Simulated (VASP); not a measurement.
A run of VASP 6.6.1:

File POSCAR:

```
Si
1.0
   -3.3457641644      3.3457641644      1.9305130028
    3.3457641644     -3.3457641644      1.9305130028
    3.3457641644      3.3457641644     -1.9305130028
Si
4
Direct
    0.1786098826      0.1786098826      0.3572197651
    0.8213901174      0.8213901174      0.6427802349
    0.1786098826      0.8213901174      0.0000000000
    0.8213901174      0.1786098826      0.0000000000
```

INCAR.step1

```
ALGO = Normal ; EDIFF = 1E-6
ENCUT = 520 ; GGA = PE
ISIF = 2 ; ISMEAR = 0
LASPH = T ; LCHARG = T
LREAL = F ; LWAVE = F
NBANDS = 16 ; NELM = 100
PREC = Accurate ; SIGMA = 0.01
```

The input KPOINTS.step1:

```
k-points
0
Gamma
  10 10 10
```

INCAR.step2

```
ALGO = Normal ; EDIFF = 1E-6
ENCUT = 520 ; GGA = PE
ICHARG = 11 ; ISIF = 2
ISMEAR = -5 ; LASPH = T
LCHARG = F ; LORBIT = 10
LREAL = F ; LWAVE = F
NEDOS = 2001 ; NELM = 100
PREC = Accurate ; SIGMA = 0.01
```

KPOINTS.step2

```
k-points
0
Gamma
  15 15 15
```

Potentials or basis: VASP PAW PBE potentials, release 64 (Si).

Launch:

```console
$ cat potpaw_PBE.64/Si/POTCAR > POTCAR
$ cp INCAR.step1 INCAR
$ cp KPOINTS.step1 KPOINTS
$ mpirun -np 1 vasp_std > vasp.out
$ cp INCAR.step2 INCAR
$ cp KPOINTS.step2 KPOINTS
$ mpirun -np 1 vasp_std > vasp.out
```

Hardware: 1 thread of Intel(R) Xeon(R) 6975P-C (Granite Rapids), on a shared host.

How long does it take, and how much memory?

It took 2.4 min on 1 thread of Intel(R) Xeon(R) 6975P-C (Granite Rapids) (shared host), peak memory 0.37 GiB. Counts: k points 288.
